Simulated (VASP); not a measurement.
# Y (P6_3/mmc) in VASP: single point with r2SCAN

Aim: the single point of Y with r2SCAN.

Program: VASP 6.6.1. These are calculated values, not measurements. Logs are shortened: lines on timing, memory, paths and dates and some standing lists are left out, and cuts for length are marked.

### 1 The cell of the first run

It takes space group P6_3/mmc (No. 194, hexagonal). Conventional cell: a = 3.683 Å, b = 3.683 Å, c = 5.695 Å, α = 90.00°, β = 90.00°, γ = 120.00°. Y (site symmetry -6m2) has 12 Y at 3.55 to 3.68 Å within 4.7 Å.

### 2 Single point, r2SCAN

Contents of POSCAR:

```
Y
1.0
    3.6827064942      0.0000000000      0.0000000000
   -1.8413532471      3.1893173786      0.0000000000
    0.0000000000      0.0000000000      5.6951286199
Y
2
Direct
    0.3333333333      0.6666666667      0.2500000000
    0.6666666667      0.3333333333      0.7500000000
```

Contents of INCAR.step1:

```
SYSTEM = Y
ALGO = Normal
EDIFF = 1E-4
ENCUT = 520
GGA = PE
ISMEAR = 0
LASPH = .TRUE.
LCHARG = .FALSE.
LREAL = .FALSE.
LWAVE = .TRUE.
NBANDS = 18
NELM = 100
PREC = Accurate
SIGMA = 0.1
```

Contents of INCAR.step2:

```
SYSTEM = Y
ALGO = Normal
EDIFF = 1E-6
ENCUT = 520
ISIF = 2
ISMEAR = 0
ISTART = 1
LASPH = .TRUE.
LCHARG = .FALSE.
LMIXTAU = .TRUE.
LREAL = .FALSE.
LWAVE = .FALSE.
METAGGA = R2SCAN
NBANDS = 18
NELM = 100
PREC = Accurate
SIGMA = 0.1
```

Contents of KPOINTS:

```
k-points
0
G
  15 15 8
  0 0 0
```

Potentials or basis: VASP PAW PBE potentials, release 64 (Y_sv).

Launch:

```
> cat potpaw_PBE.64/Y_sv/POTCAR > POTCAR
> cp INCAR.step1 INCAR
> mpirun -np 1 vasp_std > vasp.out
> cp INCAR.step2 INCAR
> mpirun -np 1 vasp_std > vasp.out
```

OUTCAR:

```text
SYSTEM = Y
   EDIFF = 1E-6
   ENCUT = 520
   ISIF = 2
   ISMEAR = 0
   ISTART = 1
   LASPH = .TRUE.
   LREAL = .FALSE.
   METAGGA = R2SCAN
   NELM = 100
   PREC = Accurate

 ion  position               nearest neighbor table
   1  0.333  0.667  0.250-   2 3.55   2 3.55   2 3.55   2 3.55   2 3.55   2 3.55
   2  0.667  0.333  0.750-   1 3.55   1 3.55   1 3.55   1 3.55   1 3.55   1 3.55

  LATTYP: Found a hexagonal cell.
 ALAT       =     3.6827064942
 C/A-ratio  =     1.5464519448

  Lattice vectors:

 A1 = (   3.6827064942,   0.0000000000,   0.0000000000)
 A2 = (  -1.8413532471,   3.1893173786,   0.0000000000)
 A3 = (   0.0000000000,   0.0000000000,   5.6951286199)

Analysis of symmetry for initial positions (statically):
=====================================================================
 Subroutine PRICEL returns:
 Original cell was already a primitive cell.

 Routine SETGRP: Setting up the symmetry group for a
 hexagonal supercell.

 Subroutine GETGRP returns: Found 24 space group operations
 (whereof 12 operations were pure point group operations)
 out of a pool of 24 trial point group operations.

The static configuration has the point symmetry D_3d.
 The point group associated with its full space group is D_6h.

Analysis of symmetry for dynamics (positions and initial velocities):
=====================================================================
 Subroutine PRICEL returns:
 Original cell was already a primitive cell.

 Routine SETGRP: Setting up the symmetry group for a
 hexagonal supercell.

 Subroutine GETGRP returns: Found 24 space group operations
 (whereof 12 operations were pure point group operations)
 out of a pool of 24 trial point group operations.

The dynamic configuration has the point symmetry D_3d.
 The point group associated with its full space group is D_6h.

 Subroutine INISYM returns: Found 24 space group operations
 (whereof 12 operations are pure point group operations),
 and found     1 'primitive' translations

----------------------------------------------------------------------------------------

                                     Primitive cell

  volume of cell :      66.8911

  direct lattice vectors                    reciprocal lattice vectors
     3.682706494  0.000000000  0.000000000     0.271539424  0.156773360  0.000000000
    -1.841353247  3.189317379  0.000000000     0.000000000  0.313546719  0.000000000
     0.000000000  0.000000000  5.695128620     0.000000000  0.000000000  0.175588659

  length of vectors
     3.682706494  3.682706494  5.695128620     0.313546719  0.313546719  0.175588659

  position of ions in fractional coordinates (direct lattice)
     0.333333333  0.666666667  0.250000000
     0.666666667  0.333333333  0.750000000

  ion indices of the primitive-cell ions
   primitive index   ion index
                 1           1
                 2           2

----------------------------------------------------------------------------------------

 KPOINTS: k-points

Automatic generation of k-mesh.
 Grid dimensions read from file:
 generate k-points for:   15   15    8

 Generating k-lattice:

  Cartesian coordinates                     Fractional coordinates (reciprocal lattice)
     0.018102628  0.010451557  0.000000000     0.066666667 -0.000000000  0.000000000
     0.000000000  0.020903115  0.000000000     0.000000000  0.066666667  0.000000000
     0.000000000  0.000000000  0.021948582     0.000000000  0.000000000  0.125000000

  Length of vectors
     0.020903115  0.020903115  0.021948582

  Shift w.r.t. Gamma in fractional coordinates (k-lattice)
     0.000000000  0.000000000  0.000000000

 Subroutine IBZKPT returns following result:
 ===========================================

 Found    135 irreducible k-points:

 Following reciprocal coordinates:
            Coordinates               Weight
  0.000000  0.000000  0.000000      1.000000
  0.066667  0.000000  0.000000      6.000000
  0.133333  0.000000  0.000000      6.000000
  0.200000  0.000000  0.000000      6.000000
  0.266667  0.000000  0.000000      6.000000
  0.333333 -0.000000  0.000000      6.000000
[... 16 lines left out ...]
  0.333333  0.200000  0.000000     12.000000
  0.400000  0.200000  0.000000      6.000000
 [... further k-points ...]
   k-points           NKPTS =    135   k-points in BZ     NKDIM =    135   number of bands    NBANDS=     18
   number of dos      NEDOS =    301   number of ions     NIONS =      2
   total plane-waves  NPLWV =  32928
   dimension x,y,z NGX =    28 NGY =   28 NGZ =   42
   dimension x,y,z NGXF=    56 NGYF=   56 NGZF=   84
   ions per type =               2
   NGX,Y,Z   is equivalent  to a cutoff of  12.64, 12.64, 12.26 a.u.
   NGXF,Y,Z  is equivalent  to a cutoff of  25.28, 25.28, 24.52 a.u.
 SYSTEM =  Y
   PREC   = accura    normal or accurate (medium, high low for compatibility)
   ISTART =      1    job   : 0-new  1-cont  2-samecut
   ICHARG =      0    charge: 1-file 2-atom 10-const
   ISPIN  =      1    spin polarized calculation?
   LNONCOLLINEAR =      F non collinear calculations
   LSORBIT =      F    spin-orbit coupling
   LASPH  =      T    aspherical Exc in radial PAW
   ENCUT  =  520.0 eV  38.22 Ry    6.18 a.u.   6.85  6.85 10.59*2*pi/ulx,y,z
   NELM   =    100;   NELMIN=  2; NELMDL=  0     # of ELM steps
   EDIFF  = 0.1E-05   stopping-criterion for ELM
   LREAL  =      F    real-space projection
   EDIFFG = 0.1E-04   stopping-criterion for IOM
   NSW    =      0    number of steps for IOM
   IBRION =     -1    ionic relax: 0-MD 1-quasi-New 2-CG
   NFREE  =      0    steps in history (QN), initial steepest desc. (CG)
   ISIF   =      2    stress and relaxation
   ISYM   =      2    0-nonsym 1-usesym 2-fastsym
   POTIM  = 0.5000    time-step for ionic-motion
   TEBEG  =    0.0;   TEEND  =   0.0 temperature during run
   PSTRESS=    0.0 pullay stress
   NELECT =      22.0000    total number of electrons
   NUPDOWN=      -1.0000    fix difference up-down
   EMIN   =  10.00;   EMAX   =-10.00  energy-range for DOS
   EFERMI =   0.00;   METHOD = LEGACY
   ISMEAR =     0;   SIGMA  =   0.10  broadening in eV -4-tet -1-fermi 0-gaus
   EFERMI_NEDOS =   21; number of points for ismear=-14 and -15
   IALGO  =     38    algorithm
   IMIX   =      4    mixing-type and parameters
     AMIX     =   0.40;   BMIX     =  1.00
     AMIX_MAG =   1.60;   BMIX_MAG =  1.00
  volume/ion in A,a.u.               =      33.45       225.70
  Fermi-wavevector in a.u.,A,eV,Ry     =   1.130038  2.135462 17.374438  1.276985
  Thomas-Fermi vector in A             =   2.266733
   LORBIT       =      0    0 simple, 1 ext, 2 COOP (PROOUT), +10 PAW based schemes
   METAGGA = R2SCAN    functional components
   LHFCALC =     F    Hartree Fock is set to
   AEXX    =    0.0000 exact exchange contribution
   IVDW    =     0    specifies the selected vdW correction
   LEPSILON=     F    determine dielectric tensor
   LRPA    =     F    only Hartree local field effects (RPA)
 non-spin polarized calculation
 Gauss-broadening in eV      SIGMA  =   0.10
  energy-cutoff  :      520.00
  volume of cell :       66.89
 maximum number of plane-waves:      1830
 NGX is ok and might be reduce to    28
   NGX = 13   NGY = 13   NGZ = 21

 number of electron      21.9999999 magnetization

 Free energy of the ion-electron system (eV)
  ---------------------------------------------------
  ext. energy  EPLUGINS =         0.00000000
  ---------------------------------------------------
  free energy    TOTEN  =       -40.55170120 eV

  energy without entropy =      -40.53368046  energy(sigma->0) =      -40.54269083

 E-fermi :   2.9397     XC(G=0):  -9.9940

 val. band max:        2.9341024515   @ k =   0.4000   0.2000   0.3750
 cond. band min:       2.9413396405   @ k =   0.2000   0.2000   0.3750
 fundamental gap:      0.0072371891
 Fermi energy:         2.9397445526

 k-point     1 :       0.0000    0.0000    0.0000
  band No.  band energies     occupation
      1     -41.2799      2.00000
      2     -41.2021      2.00000
      3     -20.9112      2.00000
      4     -20.4293      2.00000
      5     -20.4293      2.00000
      6     -20.3367      2.00000
[... 10 lines left out ...]
     17       5.9613      0.00000
     18       5.9613      0.00000

 k-point     2 :       0.0667    0.0000    0.0000
  band No.  band energies     occupation
      1     -41.2778      2.00000
      2     -41.2014      2.00000
      3     -20.9032      2.00000
      4     -20.4445      2.00000
      5     -20.4347      2.00000
      6     -20.3528      2.00000
[... 10 lines left out ...]
     17       5.8239      0.00000
     18       5.8635      0.00000

 k-point     3 :       0.1333    0.0000    0.0000
  band No.  band energies     occupation
      1     -41.2715      2.00000
      2     -41.1996      2.00000
      3     -20.8801      2.00000
      4     -20.4877      2.00000
      5     -20.4496      2.00000
      6     -20.3976      2.00000
[... 10 lines left out ...]
     17       5.8414      0.00000
     18       5.9016      0.00000

 k-point     4 :       0.2000    0.0000    0.0000
  band No.  band energies     occupation
      1     -41.2620      2.00000
      2     -41.1972      2.00000
      3     -20.8438      2.00000
      4     -20.5517      2.00000
      5     -20.4707      2.00000
      6     -20.4617      2.00000
[... 10 lines left out ...]
     17       6.1952      0.00000
     18       6.2926      0.00000

 k-point     5 :       0.2667    0.0000    0.0000
  band No.  band energies     occupation
      1     -41.2504      2.00000
      2     -41.1950      2.00000
      3     -20.7976      2.00000
      4     -20.6257      2.00000
      5     -20.5328      2.00000
      6     -20.4940      2.00000
[... 10 lines left out ...]
     17       6.6259      0.00000
     18       6.8025      0.00000

 k-point     6 :       0.3333   -0.0000    0.0000
  band No.  band energies     occupation
      1     -41.2385      2.00000
      2     -41.1937      2.00000
      3     -20.7465      2.00000
      4     -20.6968      2.00000
      5     -20.5984      2.00000
      6     -20.5157      2.00000
[... 10 lines left out ...]
     17       7.1540      0.00000
     18       7.3808      0.00000

 k-point     7 :       0.4000    0.0000    0.0000
  band No.  band energies     occupation
      1     -41.2281      2.00000
      2     -41.1939      2.00000
      3     -20.7525      2.00000
      4     -20.6976      2.00000
      5     -20.6484      2.00000
      6     -20.5323      2.00000
[... 10 lines left out ...]
     17       7.8048      0.00000
     18       7.9531      0.00000

 k-point     8 :       0.4667    0.0000    0.0000
  band No.  band energies     occupation
      1     -41.2215      2.00000
      2     -41.1948      2.00000
      3     -20.7829      2.00000
      4     -20.6753      2.00000
      5     -20.6639      2.00000
      6     -20.5412      2.00000
[... 10 lines left out ...]
     17       8.4783      0.00000
     18       8.5941      0.00000
[... 229 lines left out ...]
     17       7.8043      0.00000
     18       8.5146      0.00000

 k-point    20 :       0.4000    0.1333    0.0000
  band No.  band energies     occupation
      1     -41.2180      2.00000
      2     -41.1956      2.00000
      3     -20.7662      2.00000
      4     -20.6618      2.00000
      5     -20.6456      2.00000
      6     -20.5701      2.00000
[... 10 lines left out ...]
     17       8.1762      0.00000
     18       8.6157      0.00000

 k-point    21 :       0.2000    0.2000    0.0000
  band No.  band energies     occupation
      1     -41.2355      2.00000
      2     -41.1936      2.00000
      3     -20.7331      2.00000
      4     -20.6562      2.00000
      5     -20.6436      2.00000
      6     -20.5081      2.00000
[... 10 lines left out ...]
     17       7.1525      0.00000
     18       7.8751      0.00000

 k-point    22 :       0.2667    0.2000    0.0000
  band No.  band energies     occupation
      1     -41.2252      2.00000
      2     -41.1941      2.00000
      3     -20.7058      2.00000
      4     -20.6843      2.00000
      5     -20.6571      2.00000
      6     -20.5446      2.00000
[... 10 lines left out ...]
     17       7.6764      0.00000
     18       8.4807      0.00000

 k-point    23 :       0.3333    0.2000    0.0000
  band No.  band energies     occupation
      1     -41.2168      2.00000
      2     -41.1959      2.00000
      3     -20.7394      2.00000
      4     -20.6543      2.00000
      5     -20.6397      2.00000
      6     -20.5820      2.00000
[... 10 lines left out ...]
     17       8.0319      0.00000
     18       8.4998      0.00000

 k-point    24 :       0.4000    0.2000    0.0000
  band No.  band energies     occupation
      1     -41.2131      2.00000
      2     -41.1973      2.00000
      3     -20.7512      2.00000
      4     -20.6469      2.00000
      5     -20.6181      2.00000
      6     -20.6021      2.00000
[... 10 lines left out ...]
     17       8.1876      0.00000
     18       8.5005      0.00000

 [... further k-points ...]
[... 5 lines left out ...]
  --------------------------------------------------------------------------------------
  -------------------------------------------------------------------------------------
  Total        0.0071259      0.0071259      0.0181898      0.0000000      0.0000000      0.0000000
  in kB        0.1706807      0.1706807      0.4356826      0.0000000      0.0000000      0.0000000
  external PRESSURE =       0.2590147 kB  Pullay stress =       0.0000000 kB

 VOLUME and BASIS-vectors are now :
 -----------------------------------------------------------------------------
  energy-cutoff  :      520.00
  volume of cell :       66.89
      direct lattice vectors                 reciprocal lattice vectors
     3.682706494  0.000000000  0.000000000     0.271539424  0.156773360  0.000000000
    -1.841353247  3.189317379  0.000000000     0.000000000  0.313546719  0.000000000
     0.000000000  0.000000000  5.695128620     0.000000000  0.000000000  0.175588659

 POSITION                                       TOTAL-FORCE (eV/Angst)
 -----------------------------------------------------------------------------------
     -0.00000      2.12621      1.42378         0.000000      0.000000      0.000000
      1.84135      1.06311      4.27135        -0.000000     -0.000000      0.000000
 -----------------------------------------------------------------------------------
    total drift:                               -0.000000      0.000000     -0.000000

  FREE ENERGIE OF THE ION-ELECTRON SYSTEM (eV)
  ---------------------------------------------------
  free  energy   TOTEN  =       -40.5517012008 eV

  energy  without entropy=      -40.5336804620  energy(sigma->0) =      -40.54269083
```

Run time: 4.3 min. Hardware: 1 thread of Intel Xeon 6975P-C (Granite Rapids), shared host; peak memory 0.29 GiB.

Results:

| Item | Value |
| --- | --- |
| Free energy | -40.5517 eV |
| Pressure | 0.0 GPa |
| Band gap on the k mesh | zero (band 11 reaches 4.06 eV, above the bottom of band 12 at 2.38 eV) |

Caveat: the PAW data sets were made with another functional, which shifts forces and pressure a little.
